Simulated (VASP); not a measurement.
# SbSe (Fm-3m) in VASP: notebook

Runs on SbSe. Level: PBE. Tasks: single point, relaxation of cell and atoms.

Program: VASP 6.6.1. These are calculated values, not measurements. Logs are shortened: lines on timing, memory, paths and dates and some standing lists are left out, and cuts for length are marked.

### 1 The cell of the first run

Symmetry: Fm-3m, No. 225, cubic system. Conventional cell: a = 5.997 Å, b = 5.997 Å, c = 5.997 Å, α = 90.00°, β = 90.00°, γ = 90.00°. Within 3.9 Å of Sb (site symmetry m-3m) lie 6 Se at 3.00 Å. Within 3.9 Å of Se (site symmetry m-3m) lie 6 Sb at 3.00 Å.

### 2 Single point, PBE

File INCAR:

```
PREC = Accurate
ENCUT = 520
EDIFF = 1E-6
ISMEAR = 0
SIGMA = 0.1
LREAL = False
LASPH = True
NELM = 100
ALGO = Normal
ISIF = 2
LWAVE = False
LCHARG = False
GGA = PE
NBANDS = 12
```

File KPOINTS:

```
regular mesh
0
Gamma
  12 12 12
```

File POSCAR:

```
SbSe
1.0
    0.0000000000      2.9983668628      2.9983668628
    2.9983668628      0.0000000000      2.9983668628
    2.9983668628      2.9983668628      0.0000000000
Sb Se
1 1
Direct
    0.0000000000      0.0000000000      0.0000000000
    0.5000000000      0.5000000000      0.5000000000
```

Potentials or basis: VASP PAW PBE potentials, release 64 (Sb, Se).

Launch:

```
cat potpaw_PBE.64/Sb/POTCAR potpaw_PBE.64/Se/POTCAR > POTCAR
mpirun -np 1 vasp_std > vasp.out
```

OUTCAR:

```text
PREC = Accurate
   ENCUT = 520
   EDIFF = 1E-6
   ISMEAR = 0
   LREAL = False
   LASPH = True
   NELM = 100
   ISIF = 2
   GGA = PE

 ion  position               nearest neighbor table
   1  0.000  0.000  0.000-   2 3.00   2 3.00   2 3.00   2 3.00   2 3.00   2 3.00
   2  0.500  0.500  0.500-   1 3.00   1 3.00   1 3.00   1 3.00   1 3.00   1 3.00

  LATTYP: Found a face centered cubic cell.
 ALAT       =     5.9967337256

  Lattice vectors:

 A1 = (   0.0000000000,   2.9983668628,   2.9983668628)
 A2 = (   2.9983668628,   0.0000000000,   2.9983668628)
 A3 = (   2.9983668628,   2.9983668628,   0.0000000000)

Analysis of symmetry for initial positions (statically):
=====================================================================
 Subroutine PRICEL returns:
 Original cell was already a primitive cell.

 Routine SETGRP: Setting up the symmetry group for a
 face centered cubic supercell.

 Subroutine GETGRP returns: Found 48 space group operations
 (whereof 48 operations were pure point group operations)
 out of a pool of 48 trial point group operations.

The static configuration has the point symmetry O_h .

Analysis of symmetry for dynamics (positions and initial velocities):
=====================================================================
 Subroutine PRICEL returns:
 Original cell was already a primitive cell.

 Routine SETGRP: Setting up the symmetry group for a
 face centered cubic supercell.

 Subroutine GETGRP returns: Found 48 space group operations
 (whereof 48 operations were pure point group operations)
 out of a pool of 48 trial point group operations.

The dynamic configuration has the point symmetry O_h .

 Subroutine INISYM returns: Found 48 space group operations
 (whereof 48 operations are pure point group operations),
 and found     1 'primitive' translations

----------------------------------------------------------------------------------------

                                     Primitive cell

  volume of cell :      53.9119

  direct lattice vectors                    reciprocal lattice vectors
     0.000000000  2.998366863  2.998366863    -0.166757446  0.166757446  0.166757446
     2.998366863  0.000000000  2.998366863     0.166757446 -0.166757446  0.166757446
     2.998366863  2.998366863  0.000000000     0.166757446  0.166757446 -0.166757446

  length of vectors
     4.240331082  4.240331082  4.240331082     0.288832369  0.288832369  0.288832369

  position of ions in fractional coordinates (direct lattice)
     0.000000000  0.000000000  0.000000000
     0.500000000  0.500000000  0.500000000

  ion indices of the primitive-cell ions
   primitive index   ion index
                 1           1
                 2           2

----------------------------------------------------------------------------------------

 KPOINTS: regular mesh

Automatic generation of k-mesh.
 Grid dimensions read from file:
 generate k-points for:   12   12   12

 Generating k-lattice:

  Cartesian coordinates                     Fractional coordinates (reciprocal lattice)
    -0.013896454  0.013896454  0.013896454     0.083333333  0.000000000  0.000000000
     0.013896454 -0.013896454  0.013896454     0.000000000  0.083333333  0.000000000
     0.013896454  0.013896454 -0.013896454     0.000000000  0.000000000  0.083333333

  Length of vectors
     0.024069364  0.024069364  0.024069364

  Shift w.r.t. Gamma in fractional coordinates (k-lattice)
     0.000000000  0.000000000  0.000000000

 Subroutine IBZKPT returns following result:
 ===========================================

 Found     72 irreducible k-points:

 Following reciprocal coordinates:
            Coordinates               Weight
  0.000000  0.000000  0.000000      1.000000
  0.083333  0.000000  0.000000      8.000000
  0.166667  0.000000  0.000000      8.000000
  0.250000  0.000000  0.000000      8.000000
  0.333333  0.000000  0.000000      8.000000
  0.416667  0.000000  0.000000      8.000000
[... 16 lines left out ...]
  0.500000  0.166667  0.000000     24.000000
 -0.416667  0.166667  0.000000     24.000000
 [... further k-points ...]
   k-points           NKPTS =     72   k-points in BZ     NKDIM =     72   number of bands    NBANDS=     12
   number of dos      NEDOS =    301   number of ions     NIONS =      2
   total plane-waves  NPLWV =  32768
   dimension x,y,z NGX =    32 NGY =   32 NGZ =   32
   dimension x,y,z NGXF=    64 NGYF=   64 NGZF=   64
   ions per type =               1   1
   NGX,Y,Z   is equivalent  to a cutoff of  12.55, 12.55, 12.55 a.u.
   NGXF,Y,Z  is equivalent  to a cutoff of  25.09, 25.09, 25.09 a.u.
 SYSTEM =  unknown system
   PREC   = accura    normal or accurate (medium, high low for compatibility)
   ISTART =      0    job   : 0-new  1-cont  2-samecut
   ICHARG =      2    charge: 1-file 2-atom 10-const
   ISPIN  =      1    spin polarized calculation?
   LNONCOLLINEAR =      F non collinear calculations
   LSORBIT =      F    spin-orbit coupling
   LASPH  =      T    aspherical Exc in radial PAW
   ENCUT  =  520.0 eV  38.22 Ry    6.18 a.u.   7.88  7.88  7.88*2*pi/ulx,y,z
   NELM   =    100;   NELMIN=  2; NELMDL= -5     # of ELM steps
   EDIFF  = 0.1E-05   stopping-criterion for ELM
   LREAL  =      F    real-space projection
   EDIFFG = 0.1E-04   stopping-criterion for IOM
   NSW    =      0    number of steps for IOM
   IBRION =     -1    ionic relax: 0-MD 1-quasi-New 2-CG
   NFREE  =      0    steps in history (QN), initial steepest desc. (CG)
   ISIF   =      2    stress and relaxation
   ISYM   =      2    0-nonsym 1-usesym 2-fastsym
   POTIM  = 0.5000    time-step for ionic-motion
   TEBEG  =    0.0;   TEEND  =   0.0 temperature during run
   PSTRESS=    0.0 pullay stress
   NELECT =      11.0000    total number of electrons
   NUPDOWN=      -1.0000    fix difference up-down
   EMIN   =  10.00;   EMAX   =-10.00  energy-range for DOS
   EFERMI =   0.00;   METHOD = LEGACY
   ISMEAR =     0;   SIGMA  =   0.10  broadening in eV -4-tet -1-fermi 0-gaus
   EFERMI_NEDOS =   21; number of points for ismear=-14 and -15
   IALGO  =     38    algorithm
   IMIX   =      4    mixing-type and parameters
     AMIX     =   0.40;   BMIX     =  1.00
     AMIX_MAG =   1.60;   BMIX_MAG =  1.00
  volume/ion in A,a.u.               =      26.96       181.91
  Fermi-wavevector in a.u.,A,eV,Ry     =   0.963779  1.821279 12.638053  0.928871
  Thomas-Fermi vector in A             =   2.093354
   LORBIT       =      0    0 simple, 1 ext, 2 COOP (PROOUT), +10 PAW based schemes
   GGA     = PE    functional components
   LHFCALC =     F    Hartree Fock is set to
   AEXX    =    0.0000 exact exchange contribution
   IVDW    =     0    specifies the selected vdW correction
   LEPSILON=     F    determine dielectric tensor
   LRPA    =     F    only Hartree local field effects (RPA)
 non-spin polarized calculation
 Gauss-broadening in eV      SIGMA  =   0.10
  energy-cutoff  :      520.00
  volume of cell :       53.91
 maximum number of plane-waves:      1475
   NGX = 15   NGY = 15   NGZ = 15

 number of electron      11.0000000 magnetization

 Free energy of the ion-electron system (eV)
  ---------------------------------------------------
  ext. energy  EPLUGINS =         0.00000000
  ---------------------------------------------------
  free energy    TOTEN  =        -7.71186935 eV

  energy without entropy =       -7.70514321  energy(sigma->0) =       -7.70850628

 E-fermi :   6.0452     XC(G=0):  -9.6222

 val. band max:        6.0410221889   @ k =   0.2500   0.1667   0.0000
 cond. band min:       6.0647121776   @ k =   0.3333   0.0000   0.0000
 fundamental gap:      0.0236899887
 Fermi energy:         6.0452098880

 k-point     1 :       0.0000    0.0000    0.0000
  band No.  band energies     occupation
      1      -8.6628      2.00000
      2      -1.2236      2.00000
      3       3.0889      2.00000
      4       3.0889      2.00000
      5       3.0889      2.00000
      6       8.5727      0.00000
      7       8.5727      0.00000
      8       8.5727      0.00000
      9      11.1481      0.00000
     10      11.1481      0.00000
     11      11.1481      0.00000
     12      13.1313      0.00000

 k-point     2 :       0.0833    0.0000    0.0000
  band No.  band energies     occupation
      1      -8.6064      2.00000
      2      -1.4275      2.00000
      3       3.1021      2.00000
      4       3.1021      2.00000
      5       3.2169      2.00000
      6       8.2475      0.00000
      7       8.2705      0.00000
      8       8.2705      0.00000
      9      11.1049      0.00000
     10      11.3017      0.00000
     11      11.3017      0.00000
     12      13.5578      0.00000

 k-point     3 :       0.1667    0.0000    0.0000
  band No.  band energies     occupation
      1      -8.4421      2.00000
      2      -1.9484      2.00000
      3       3.1450      2.00000
      4       3.1450      2.00000
      5       3.5202      2.00000
      6       7.5361      0.00000
      7       7.6035      0.00000
      8       7.6035      0.00000
      9      11.1311      0.00000
     10      11.7374      0.00000
     11      11.7374      0.00000
     12      14.6140      0.00000

 k-point     4 :       0.2500    0.0000    0.0000
  band No.  band energies     occupation
      1      -8.1882      2.00000
      2      -2.6159      2.00000
      3       3.2233      2.00000
      4       3.2233      2.00000
      5       3.8701      2.00000
      6       6.7634      0.00000
      7       6.8751      0.00000
      8       6.8751      0.00000
      9      11.4309      0.00000
     10      12.4290      0.00000
     11      12.4290      0.00000
     12      15.9964      0.00000

 k-point     5 :       0.3333    0.0000    0.0000
  band No.  band energies     occupation
      1      -7.8847      2.00000
      2      -3.2778      2.00000
      3       3.3340      2.00000
      4       3.3340      2.00000
      5       4.2096      2.00000
      6       6.0647      0.78270
      7       6.2381      0.00638
      8       6.2381      0.00638
      9      12.0610      0.00000
     10      13.3555      0.00000
     11      13.3555      0.00000
     12      16.7276      0.00000
[... 228 lines left out ...]
      1      -7.9370      2.00000
      2      -2.8354      2.00000
      3       2.4420      2.00000
      4       2.4749      2.00000
      5       3.4417      2.00000
      6       6.4243      0.00000
      7       8.0293      0.00000
      8       8.0972      0.00000
      9      10.1771      0.00000
     10      13.8800      0.00000
     11      14.1988      0.00000
     12      15.3161      0.00000

 k-point    22 :       0.4167    0.1667    0.0000
  band No.  band energies     occupation
      1      -7.6637      2.00000
      2      -3.3362      2.00000
      3       2.3074      2.00000
      4       2.5199      2.00000
      5       3.1910      2.00000
      6       6.6799      0.00000
      7       7.4194      0.00000
      8       7.7666      0.00000
      9      10.8109      0.00000
     10      14.6549      0.00000
     11      15.2842      0.00000
     12      16.0478      0.00000

 k-point    23 :       0.5000    0.1667    0.0000
  band No.  band energies     occupation
      1      -7.4581      2.00000
      2      -3.6924      2.00000
      3       1.9837      2.00000
      4       2.7147      2.00000
      5       3.3446      2.00000
      6       6.5331      0.00000
      7       6.8360      0.00000
      8       7.8369      0.00000
      9      11.7558      0.00000
     10      14.5378      0.00000
     11      15.7471      0.00000
     12      16.0537      0.00000

 k-point    24 :      -0.4167    0.1667    0.0000
  band No.  band energies     occupation
      1      -7.4223      2.00000
      2      -3.7707      2.00000
      3       1.7369      2.00000
      4       3.0091      2.00000
      5       3.7054      2.00000
      6       6.1517      0.13206
      7       6.3383      0.00003
      8       8.1563      0.00000
      9      12.8007      0.00000
     10      13.5908      0.00000
     11      14.4559      0.00000
     12      16.8242      0.00000

 [... further k-points ...]

------------------------ aborting loop because EDIFF is reached ----------------------------------------

  FORCE on cell =-STRESS in cart. coord.  units (eV):
  Direction    XX          YY          ZZ          XY          YZ          ZX
  --------------------------------------------------------------------------------------
  -------------------------------------------------------------------------------------
  Total       -0.0204055     -0.0204055     -0.0204055     -0.0000000      0.0000000      0.0000000
  in kB       -0.6064195     -0.6064195     -0.6064195     -0.0000000      0.0000000      0.0000000
  external PRESSURE =      -0.6064195 kB  Pullay stress =       0.0000000 kB

 VOLUME and BASIS-vectors are now :
 -----------------------------------------------------------------------------
  energy-cutoff  :      520.00
  volume of cell :       53.91
      direct lattice vectors                 reciprocal lattice vectors
     0.000000000  2.998366863  2.998366863    -0.166757446  0.166757446  0.166757446
     2.998366863  0.000000000  2.998366863     0.166757446 -0.166757446  0.166757446
     2.998366863  2.998366863  0.000000000     0.166757446  0.166757446 -0.166757446

 POSITION                                       TOTAL-FORCE (eV/Angst)
 -----------------------------------------------------------------------------------
      0.00000      0.00000      0.00000        -0.000000     -0.000000     -0.000000
      2.99837      2.99837      2.99837         0.000000      0.000000      0.000000
 -----------------------------------------------------------------------------------
    total drift:                                0.000000     -0.000000      0.000000

  FREE ENERGIE OF THE ION-ELECTRON SYSTEM (eV)
  ---------------------------------------------------
  free  energy   TOTEN  =        -7.7118693497 eV

  energy  without entropy=       -7.7051432085  energy(sigma->0) =       -7.70850628
```

It took 11 s on 1 thread of Intel Xeon 6975P-C (Granite Rapids), shared host; peak memory 0.2 GiB.

What came out:

| Property | Result |
| --- | --- |
| Free energy | -7.7119 eV |
| Pressure | -0.1 GPa |
| Band gap on the k mesh | zero (an odd number of electrons rules out a gap without spin polarisation) |

Levels at points of the mesh, in eV from the Fermi level:
```
           k point  band 2  band 3  band 4  band 5  band 6  band 7  band 8  band 9
(0.00, 0.00, 0.00)   -7.27   -2.96   -2.96   -2.96    2.53    2.53    2.53    5.10
(0.50, 0.00, 0.00)  -10.03   -2.54   -2.54   -1.23   -0.92   -0.42   -0.42    7.55
(0.50, 0.50, 0.00)   -8.56   -6.31   -4.49   -4.49    2.38    3.76    3.76    4.74
```

Caveat: spin-orbit coupling is left out, which moves the levels of the heavy elements.

### 3 Relaxation of cell and atoms, PBE

File INCAR:

```
SYSTEM = SbSe
ALGO = Normal
EDIFF = 1E-6
EDIFFG = -0.005
ENCUT = 600
GGA = PE
IBRION = 2
ISIF = 3
ISMEAR = 0
LASPH = .True.
LCHARG = .False.
LREAL = .False.
LWAVE = .False.
NELM = 100
NSW = 100
PREC = Accurate
SIGMA = 0.1
```

File KPOINTS:

```
k-points
0
Gamma
  12 12 12
  0 0 0
```

POSCAR is that of step 2.

Potentials or basis: VASP PAW PBE potentials, release 64 (Sb, Se).

Launch:

```
cat potpaw_PBE.64/Sb/POTCAR potpaw_PBE.64/Se/POTCAR > POTCAR
mpirun -np 1 vasp_std > vasp.out
```

Wall time 19 s (1 thread of Intel Xeon 6975P-C (Granite Rapids), shared host); peak memory 0.24 GiB.

Results (log left out):

```yaml
Free_energy: -7.7119 eV
Relaxed_volume: 26.92 Å³/atom
Relaxed_cell: a = 4.238 Å, b = 4.238 Å, c = 4.238 Å, α = 60.00°, β = 60.00°, γ = 60.00°
Space_group_after_relaxing_to_0.1_Å: Fm-3m (No. 225)
Energy_gained_by_relaxing: 0.0 meV/atom
Ionic_steps: 2
Pressure_after_relaxing: 0.0 GPa
Band_gap_on_the_k_mesh: zero (an odd number of electrons rules out a gap without spin polarisation)
```

Final structure:
```cif
data_structure
_symmetry_space_group_name_H-M 'P 1'
_symmetry_Int_Tables_number 1
_cell_length_a 4.2382
_cell_length_b 4.2382
_cell_length_c 4.2382
_cell_angle_alpha 60.000
_cell_angle_beta 60.000
_cell_angle_gamma 60.000
_cell_volume 53.83
loop_
_atom_site_label
_atom_site_type_symbol
_atom_site_fract_x
_atom_site_fract_y
_atom_site_fract_z
_atom_site_occupancy
Sb1 Sb 0.00000 0.00000 0.00000 1
Se1 Se 0.50000 0.50000 0.50000 1
```

Levels at points of the mesh, in eV from the Fermi level:
```
           k point  band 1  band 2  band 3  band 4  band 5  band 6  band 7  band 8  band 9
(0.00, 0.00, 0.00)  -14.72   -7.26   -2.96   -2.96   -2.96    2.53    2.53    2.53    5.10
(0.50, 0.00, 0.00)  -13.55  -10.04   -2.55   -2.55   -1.23   -0.91   -0.43   -0.43    7.55
(0.50, 0.50, 0.00)  -13.36   -8.56   -6.32   -4.49   -4.49    2.37    3.77    3.77    4.75
```

Caveat: spin-orbit coupling is left out, which moves the levels of the heavy elements.

[end of part 1 of 3]
